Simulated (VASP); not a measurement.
# ZrSi2 (Cmcm) in VASP: a series of runs

Runs on ZrSi2. Level: r2SCAN. Tasks: single point.

Everything below comes from runs of VASP 6.6.1. Logs are shortened: lines on timing, memory, paths and dates and some standing lists are left out, and cuts for length are marked.

**1. The cell of the first run**

Symmetry: Cmcm, No. 63, orthorhombic system. Conventional cell: a = 3.706 Å, b = 14.735 Å, c = 3.672 Å, α = 90.00°, β = 90.00°, γ = 90.00°. Zr (site symmetry m2m) has 10 Si at 2.72 to 2.97 Å and 6 Zr at 3.61 to 3.71 Å within 3.8 Å. Si (site symmetry m2m) has 8 Si at 2.61 to 3.45 Å and 4 Zr at 2.81 to 2.83 Å within 3.5 Å. Si (site symmetry m2m) has 2 Si at 2.40 Å and 6 Zr at 2.72 to 2.97 Å within 3.2 Å.

**2. Single point, r2SCAN**

Input file POSCAR:

```
ZrSi2
1.0
    1.8530000000     -7.3675000000      0.0000000000
    1.8530000000      7.3675000000      0.0000000000
    0.0000000000      0.0000000000      3.6720000000
Zr Si
2 4
Direct
    0.1054000000      0.8946000000      0.2500000000
    0.8946000000      0.1054000000      0.7500000000
    0.7504000000      0.2496000000      0.2500000000
    0.2496000000      0.7504000000      0.7500000000
    0.4478000000      0.5522000000      0.2500000000
    0.5522000000      0.4478000000      0.7500000000
```

Input file INCAR.step1:

```
SYSTEM = ZrSi2
ALGO = Normal
EDIFF = 1E-4
ENCUT = 520
GGA = PE
ISMEAR = 0
LASPH = .TRUE.
LCHARG = .FALSE.
LREAL = .FALSE.
LWAVE = .TRUE.
NBANDS = 29
NELM = 80
PREC = Accurate
SIGMA = 0.02
```

Input file INCAR.step2:

```
SYSTEM = ZrSi2
ALGO = Normal
EDIFF = 1E-7
ENCUT = 520
ISIF = 2
ISMEAR = 0
ISTART = 1
LASPH = .TRUE.
LCHARG = .TRUE.
LELF = .TRUE.
LMIXTAU = .TRUE.
LREAL = .FALSE.
LVHAR = .TRUE.
LWAVE = .FALSE.
METAGGA = R2SCAN
NBANDS = 29
NELM = 80
PREC = Accurate
SIGMA = 0.02
```

Input file KPOINTS:

```
k-points
0
G
  9 9 9
  0 0 0
```

Potentials or basis: VASP PAW PBE potentials, release 64 (Zr_sv, Si).

Run with:

```
> cat potpaw_PBE.64/Zr_sv/POTCAR potpaw_PBE.64/Si/POTCAR > POTCAR
> cp INCAR.step1 INCAR
> mpirun -np 1 vasp_std > vasp.out
> cp INCAR.step2 INCAR
> mpirun -np 1 vasp_std > vasp.out
```

OUTCAR:

```text
SYSTEM = ZrSi2
   EDIFF = 1E-7
   ENCUT = 520
   ISIF = 2
   ISMEAR = 0
   ISTART = 1
   LASPH = .TRUE.
   LREAL = .FALSE.
   METAGGA = R2SCAN
   NELM = 80
   PREC = Accurate

 ion  position               nearest neighbor table
   1  0.105  0.895  0.250-   6 2.72   6 2.72   6 2.72   6 2.72   4 2.81   4 2.81   3 2.83   3 2.83
                             5 2.97   5 2.97   2 3.61   2 3.61
   2  0.895  0.105  0.750-   5 2.72   5 2.72   5 2.72   5 2.72   3 2.81   3 2.81   4 2.83   4 2.83
                             6 2.97   6 2.97   1 3.61   1 3.61
   3  0.750  0.250  0.250-   4 2.61   4 2.61   4 2.61   4 2.61   2 2.81   2 2.81   1 2.83   1 2.83

   4  0.250  0.750  0.750-   3 2.61   3 2.61   3 2.61   3 2.61   1 2.81   1 2.81   2 2.83   2 2.83

   5  0.448  0.552  0.250-   6 2.40   6 2.40   2 2.72   2 2.72   2 2.72   2 2.72   1 2.97   1 2.97

   6  0.552  0.448  0.750-   5 2.40   5 2.40   1 2.72   1 2.72   1 2.72   1 2.72   2 2.97   2 2.97

  LATTYP: Found a base centered orthorhombic cell.
 ALAT       =     3.7060000000
 B/A-ratio  =     3.9759848894
 C/A-ratio  =     0.9908256881

  Lattice vectors:

 A1 = (   1.8530000000,  -7.3675000000,   0.0000000000)
 A2 = (   1.8530000000,   7.3675000000,   0.0000000000)
 A3 = (   0.0000000000,   0.0000000000,   3.6720000000)

Analysis of symmetry for initial positions (statically):
=====================================================================
 Subroutine PRICEL returns:
 Original cell was already a primitive cell.

 Routine SETGRP: Setting up the symmetry group for a
 base centered orthorhombic supercell.

 Subroutine GETGRP returns: Found  8 space group operations
 (whereof  4 operations were pure point group operations)
 out of a pool of  8 trial point group operations.

The static configuration has the point symmetry C_2h.
 The point group associated with its full space group is D_2h.

Analysis of symmetry for dynamics (positions and initial velocities):
=====================================================================
 Subroutine PRICEL returns:
 Original cell was already a primitive cell.

 Routine SETGRP: Setting up the symmetry group for a
 base centered orthorhombic supercell.

 Subroutine GETGRP returns: Found  8 space group operations
 (whereof  4 operations were pure point group operations)
 out of a pool of  8 trial point group operations.

The dynamic configuration has the point symmetry C_2h.
 The point group associated with its full space group is D_2h.

 Subroutine INISYM returns: Found  8 space group operations
 (whereof  4 operations are pure point group operations),
 and found     1 'primitive' translations

----------------------------------------------------------------------------------------

                                     Primitive cell

  volume of cell :     100.2601

  direct lattice vectors                    reciprocal lattice vectors
     1.853000000 -7.367500000  0.000000000     0.269832704 -0.067865626  0.000000000
     1.853000000  7.367500000  0.000000000     0.269832704  0.067865626  0.000000000
     0.000000000  0.000000000  3.672000000     0.000000000  0.000000000  0.272331155

  length of vectors
     7.596951050  7.596951050  3.672000000     0.278236287  0.278236287  0.272331155

  position of ions in fractional coordinates (direct lattice)
     0.105400000  0.894600000  0.250000000
     0.894600000  0.105400000  0.750000000
     0.750400000  0.249600000  0.250000000
     0.249600000  0.750400000  0.750000000
     0.447800000  0.552200000  0.250000000
     0.552200000  0.447800000  0.750000000

  ion indices of the primitive-cell ions
   primitive index   ion index
                 1           1
                 2           2
                 3           3
                 4           4
                 5           5
                 6           6

----------------------------------------------------------------------------------------

 KPOINTS: k-points

Automatic generation of k-mesh.
 Grid dimensions read from file:
 generate k-points for:    9    9    9

 Generating k-lattice:

  Cartesian coordinates                     Fractional coordinates (reciprocal lattice)
     0.029981412 -0.007540625  0.000000000     0.111111111  0.000000000  0.000000000
     0.029981412  0.007540625  0.000000000     0.000000000  0.111111111  0.000000000
     0.000000000  0.000000000  0.030259017     0.000000000  0.000000000  0.111111111

  Length of vectors
     0.030915143  0.030915143  0.030259017

  Shift w.r.t. Gamma in fractional coordinates (k-lattice)
     0.000000000  0.000000000  0.000000000

 Subroutine IBZKPT returns following result:
 ===========================================

 Found    125 irreducible k-points:

 Following reciprocal coordinates:
            Coordinates               Weight
  0.000000  0.000000  0.000000      1.000000
  0.111111  0.000000  0.000000      4.000000
  0.222222  0.000000  0.000000      4.000000
  0.333333 -0.000000  0.000000      4.000000
  0.444444  0.000000  0.000000      4.000000
  0.111111  0.111111  0.000000      2.000000
[... 16 lines left out ...]
 -0.333333  0.333333  0.000000      2.000000
  0.444444  0.444444  0.000000      2.000000
 [... further k-points ...]
   k-points           NKPTS =    125   k-points in BZ     NKDIM =    125   number of bands    NBANDS=     29
   number of dos      NEDOS =    301   number of ions     NIONS =      6
   total plane-waves  NPLWV = 100800
   dimension x,y,z NGX =    60 NGY =   60 NGZ =   28
   dimension x,y,z NGXF=   120 NGYF=  120 NGZF=   56
   ions per type =               2   4
   NGX,Y,Z   is equivalent  to a cutoff of  13.13, 13.13, 12.68 a.u.
   NGXF,Y,Z  is equivalent  to a cutoff of  26.26, 26.26, 25.35 a.u.
 SYSTEM =  ZrSi2
   PREC   = accura    normal or accurate (medium, high low for compatibility)
   ISTART =      1    job   : 0-new  1-cont  2-samecut
   ICHARG =      0    charge: 1-file 2-atom 10-const
   ISPIN  =      1    spin polarized calculation?
   LNONCOLLINEAR =      F non collinear calculations
   LSORBIT =      F    spin-orbit coupling
   LASPH  =      T    aspherical Exc in radial PAW
   ENCUT  =  520.0 eV  38.22 Ry    6.18 a.u.  14.13 14.13  6.83*2*pi/ulx,y,z
   NELM   =     80;   NELMIN=  2; NELMDL=  0     # of ELM steps
   EDIFF  = 0.1E-06   stopping-criterion for ELM
   LREAL  =      F    real-space projection
   EDIFFG = 0.1E-05   stopping-criterion for IOM
   NSW    =      0    number of steps for IOM
   IBRION =     -1    ionic relax: 0-MD 1-quasi-New 2-CG
   NFREE  =      0    steps in history (QN), initial steepest desc. (CG)
   ISIF   =      2    stress and relaxation
   ISYM   =      2    0-nonsym 1-usesym 2-fastsym
   POTIM  = 0.5000    time-step for ionic-motion
   TEBEG  =    0.0;   TEEND  =   0.0 temperature during run
   PSTRESS=    0.0 pullay stress
   NELECT =      40.0000    total number of electrons
   NUPDOWN=      -1.0000    fix difference up-down
   EMIN   =  10.00;   EMAX   =-10.00  energy-range for DOS
   EFERMI =   0.00;   METHOD = LEGACY
   ISMEAR =     0;   SIGMA  =   0.02  broadening in eV -4-tet -1-fermi 0-gaus
   EFERMI_NEDOS =   21; number of points for ismear=-14 and -15
   IALGO  =     38    algorithm
   IMIX   =      4    mixing-type and parameters
     AMIX     =   0.40;   BMIX     =  1.00
     AMIX_MAG =   1.60;   BMIX_MAG =  1.00
  volume/ion in A,a.u.               =      16.71       112.76
  Fermi-wavevector in a.u.,A,eV,Ry     =   1.205180  2.277461 19.761917  1.452460
  Thomas-Fermi vector in A             =   2.340884
   LORBIT       =      0    0 simple, 1 ext, 2 COOP (PROOUT), +10 PAW based schemes
   METAGGA = R2SCAN    functional components
   LHFCALC =     F    Hartree Fock is set to
   AEXX    =    0.0000 exact exchange contribution
   IVDW    =     0    specifies the selected vdW correction
   LEPSILON=     F    determine dielectric tensor
   LRPA    =     F    only Hartree local field effects (RPA)
 non-spin polarized calculation
 Gauss-broadening in eV      SIGMA  =   0.02
  energy-cutoff  :      520.00
  volume of cell :      100.26
 maximum number of plane-waves:      2718
 NGX is ok and might be reduce to    60
   NGX = 29   NGY = 29   NGZ = 13

 number of electron      40.0000000 magnetization

 Free energy of the ion-electron system (eV)
  ---------------------------------------------------
  ext. energy  EPLUGINS =         0.00000000
  ---------------------------------------------------
  free energy    TOTEN  =       -84.54345538 eV

  energy without entropy =      -84.54323271  energy(sigma->0) =      -84.54334404

 E-fermi :  10.1565     XC(G=0): -12.0180

 val. band max:       10.1178225134   @ k =   0.3333   0.3333   0.0000
 cond. band min:      10.1597222576   @ k =  -0.4444   0.2222   0.0000
 fundamental gap:      0.0418997442
 Fermi energy:        10.1564965818

 k-point     1 :       0.0000    0.0000    0.0000
  band No.  band energies     occupation
      1     -40.4190      2.00000
      2     -40.4054      2.00000
      3     -17.9789      2.00000
      4     -17.8239      2.00000
      5     -17.8018      2.00000
      6     -17.7992      2.00000
[... 21 lines left out ...]
     28      13.1462      0.00000
     29      14.3172      0.00000

 k-point     2 :       0.1111    0.0000    0.0000
  band No.  band energies     occupation
      1     -40.4178      2.00000
      2     -40.4043      2.00000
      3     -17.9740      2.00000
      4     -17.8477      2.00000
      5     -17.8204      2.00000
      6     -17.8003      2.00000
[... 21 lines left out ...]
     28      13.5849      0.00000
     29      14.0812      0.00000

 k-point     3 :       0.2222    0.0000    0.0000
  band No.  band energies     occupation
      1     -40.4147      2.00000
      2     -40.4015      2.00000
      3     -17.9619      2.00000
      4     -17.9071      2.00000
      5     -17.8736      2.00000
      6     -17.7968      2.00000
[... 638 lines left out ...]
      5     -17.8163      2.00000
      6     -17.7980      2.00000
[... 21 lines left out ...]
     28      12.8721      0.00000
     29      14.6983      0.00000

 k-point    24 :       0.4444    0.4444    0.0000
  band No.  band energies     occupation
      1     -40.4175      2.00000
      2     -40.4046      2.00000
      3     -17.9570      2.00000
      4     -17.8487      2.00000
      5     -17.8207      2.00000
      6     -17.8169      2.00000
[... 21 lines left out ...]
     28      13.7517      0.00000
     29      14.6177      0.00000

 [... further k-points ...]

------------------------ aborting loop because EDIFF is reached ----------------------------------------

  FORCE on cell =-STRESS in cart. coord.  units (eV):
  Direction    XX          YY          ZZ          XY          YZ          ZX
  --------------------------------------------------------------------------------------
  -------------------------------------------------------------------------------------
  Total       -0.5132486      0.6136258      0.0488878      0.0000000      0.0000000      0.0000000
  in kB       -8.2018177      9.8058663      0.7812363      0.0000000      0.0000000      0.0000000
  external PRESSURE =       0.7950950 kB  Pullay stress =       0.0000000 kB

 VOLUME and BASIS-vectors are now :
 -----------------------------------------------------------------------------
  energy-cutoff  :      520.00
  volume of cell :      100.26
      direct lattice vectors                 reciprocal lattice vectors
     1.853000000 -7.367500000  0.000000000     0.269832704 -0.067865626  0.000000000
     1.853000000  7.367500000  0.000000000     0.269832704  0.067865626  0.000000000
     0.000000000  0.000000000  3.672000000     0.000000000  0.000000000  0.272331155

 POSITION                                       TOTAL-FORCE (eV/Angst)
 -----------------------------------------------------------------------------------
      1.85300      5.81443      0.91800         0.000000     -0.009735      0.000000
      1.85300     -5.81443      2.75400         0.000000      0.009735     -0.000000
      1.85300     -3.68964      0.91800         0.000000      0.101791      0.000000
      1.85300      3.68964      2.75400         0.000000     -0.101791      0.000000
      1.85300      0.76917      0.91800         0.000000     -0.028707      0.000000
      1.85300     -0.76917      2.75400         0.000000      0.028707      0.000000
 -----------------------------------------------------------------------------------
    total drift:                                0.000000      0.000000     -0.000000

  FREE ENERGIE OF THE ION-ELECTRON SYSTEM (eV)
  ---------------------------------------------------
  free  energy   TOTEN  =       -84.5434553760 eV

  energy  without entropy=      -84.5432327096  energy(sigma->0) =      -84.54334404
```

It used 1100 s of CPU time on 1 thread of Intel(R) Xeon(R) 6975P-C (Granite Rapids) (shared host).

What came out:

```
Free energy            : -84.5435 eV
Pressure               : 0.1 GPa
Largest force          : 0.102 eV/Å
Band gap on the k mesh : zero (bands 20 and 21 overlap by 0.89 eV)
```

Forces in eV/Å, atoms in the order of the input:
```
Zr   0.000 -0.010  0.000
Zr   0.000  0.010  0.000
Si   0.000  0.102  0.000
Si   0.000 -0.102  0.000
Si   0.000 -0.029  0.000
Si   0.000  0.029  0.000
```

Levels at points of the mesh, in eV from the Fermi level:
| k point | band 17 | band 18 | band 19 | band 20 | band 21 | band 22 | band 23 | band 24 |
| --- | --- | --- | --- | --- | --- | --- | --- | --- |
| (0.00, 0.00, 0.00) | -2.65 | -2.61 | -2.51 | -0.06 | 1.12 | 1.44 | 1.53 | 1.66 |

Caveat: the PAW data sets were made with another functional, which shifts forces and pressure a little.

**3. Single point, r2SCAN**

This run uses another cell than the first one, of 17.21 Å³/atom.

POSCAR, as its differences from that of step 2:

```diff
@@ -2,5 +2,5 @@
 1.0
-    1.8530000000     -7.3675000000      0.0000000000
-    1.8530000000      7.3675000000      0.0000000000
-    0.0000000000      0.0000000000      3.6720000000
+    1.8713477279     -7.4404502889      0.0000000000
+    1.8713477279      7.4404502889      0.0000000000
+    0.0000000000      0.0000000000      3.7083588002
 Zr Si
```

Input file INCAR.step1:

```
ALGO     = Normal         # electronic algorithm
EDIFF    = 1E-4           # SCF threshold, eV
ENCUT    = 520            # plane-wave cutoff, eV
GGA      = PE             # functional
ISMEAR   = 0              # smearing method
LASPH    = True           # aspherical terms in the spheres
LCHARG   = False          # write CHGCAR
LREAL    = False          # projectors in reciprocal space
LWAVE    = True           # write WAVECAR
NBANDS   = 29             # bands
NELM     = 100            # most SCF steps
PREC     = Accurate       # precision mode
SIGMA    = 0.02           # smearing width, eV
```

Input file INCAR.step2:

```
ALGO     = Normal         # electronic algorithm
EDIFF    = 1E-6           # SCF threshold, eV
ENCUT    = 520            # plane-wave cutoff, eV
ISIF     = 2              # what is computed and relaxed
ISMEAR   = 0              # smearing method
ISTART   = 1            
LASPH    = True           # aspherical terms in the spheres
LCHARG   = True           # write CHGCAR
LELF     = True           # ELF
LMIXTAU  = True         
LREAL    = False          # projectors in reciprocal space
LVHAR    = True         
LWAVE    = False          # write WAVECAR
METAGGA  = R2SCAN         # meta-GGA
NBANDS   = 29             # bands
NELM     = 100            # most SCF steps
PREC     = Accurate       # precision mode
SIGMA    = 0.02           # smearing width, eV
```

Input file KPOINTS:

```
k-points
0
Gamma
  9 9 9
```

Potentials or basis: VASP PAW PBE potentials, release 64 (Zr_sv, Si).

Run with:

```
> cat potpaw_PBE.64/Zr_sv/POTCAR potpaw_PBE.64/Si/POTCAR > POTCAR
> cp INCAR.step1 INCAR
> mpirun -np 1 vasp_std > vasp.out
> cp INCAR.step2 INCAR
> mpirun -np 1 vasp_std > vasp.out
```

Run time: 17 min. Hardware: 1 thread of Intel Xeon 6975P-C (Granite Rapids), shared host; peak memory 0.53 GiB.

It converged, with:

```yaml
Free_energy: -84.5084 eV
Pressure: -3.7 GPa
Largest_force: 0.101 eV/Å
Band_gap_on_the_k_mesh: zero (bands 20 and 21 overlap by 0.86 eV)
```

Forces in eV/Å, atoms in the order of the input:
```
Zr   0.000 -0.092  0.000
Zr   0.000  0.092  0.000
Si   0.000  0.093  0.000
Si   0.000 -0.093  0.000
Si   0.000 -0.101  0.000
Si   0.000  0.101  0.000
```

Stress tensor (GPa, compression positive):
```
-4.51  0.00  0.00
 0.00 -2.53  0.00
 0.00  0.00 -4.17
```

Levels at points of the mesh, in eV from the Fermi level:
| k point | band 18 | band 19 | band 20 | band 21 | band 22 | band 23 |
| --- | --- | --- | --- | --- | --- | --- |
| (0.00, 0.00, 0.00) | -2.58 | -2.41 | -0.14 | 1.10 | 1.40 | 1.58 |

Caveat: the cell stands under tension; the PAW data sets were made with another functional, which shifts forces and pressure a little.
